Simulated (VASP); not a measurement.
Cd2Hg3Te5: single point with PBE

Crystal: Cd2Hg3Te5.

```
Cd Hg Te
1.0
    -2.20188    2.20188   15.56961
     2.20188   -2.20188   15.56961
     2.20188    2.20188  -15.56961
Cd Hg Te
2 3 5
Direct
  0.40000 0.40000 0.00000
  0.60000 0.60000 0.00000
  0.80000 0.80000 0.00000
  0.00000 0.00000 0.00000
  0.20000 0.20000 0.00000
  0.90000 0.90000 0.00000
  0.50000 0.50000 0.00000
  0.10000 0.10000 0.00000
  0.70000 0.70000 0.00000
  0.30000 0.30000 0.00000
```

```
Program             : VASP 6.6.1
Task                : single point
Functional          : PBE
Potentials or basis : VASP PAW PBE potentials, release 64 (Cd, Hg, Te)
Cutoff              : 520 eV
k mesh              : 6 × 6 × 6
Occupations         : gaussian, width 0.1 eV
Spin                : no spin polarisation
```

```json
{"Pressure": "-1.8 GPa", "Largest force": "0.205 eV/Å", "Band gap on the k mesh": "zero (band 45 reaches 3.76 eV, above the bottom of band 46 at 1.62 eV)"}
```

Forces in eV/Å, atoms in the order of the input:
```
Cd   0.000  0.000 -0.061
Cd   0.000  0.000  0.061
Hg   0.000  0.000  0.062
Hg   0.000  0.000  0.000
Hg   0.000  0.000 -0.062
Te   0.000  0.000  0.071
Te   0.000  0.000  0.000
Te   0.000  0.000 -0.071
Te   0.000  0.000 -0.205
Te   0.000  0.000  0.205
```

Stress tensor (GPa, compression positive):
```
-1.93  0.00  0.00
 0.00 -1.93  0.00
 0.00  0.00 -1.59
```

Levels at points of the mesh, in eV from the Fermi level:
| k point | band 41 | band 42 | band 43 | band 44 | band 45 | band 46 | band 47 | band 48 | band 49 | band 50 |
| --- | --- | --- | --- | --- | --- | --- | --- | --- | --- | --- |
| (0.00, 0.00, 0.00) | -1.09 | -1.09 | -0.99 | -0.99 | -0.54 | -0.54 | -0.53 | -0.38 | 1.70 | 1.99 |
| (0.50, 0.00, 0.00) | -0.12 | 0.09 | 0.13 | 0.14 | 0.19 | 2.15 | 2.34 | 2.73 | 2.75 | 2.89 |
| (0.50, 0.50, 0.00) | -2.62 | -2.19 | -2.16 | -1.97 | -1.96 | -1.95 | -0.44 | -0.25 | 1.30 | 1.54 |
| (0.50, 0.50, 0.50) | -1.44 | -1.44 | -0.70 | -0.70 | -0.66 | -0.66 | 0.01 | 0.35 | 1.08 | 1.14 |

Run time: 80 min on 1 thread of Intel(R) Xeon(R) Platinum 8559C (Emerald Rapids), with other jobs on the host, peak memory 2.6 GiB.

Caveat: spin-orbit coupling is left out, which moves the levels of the heavy elements.
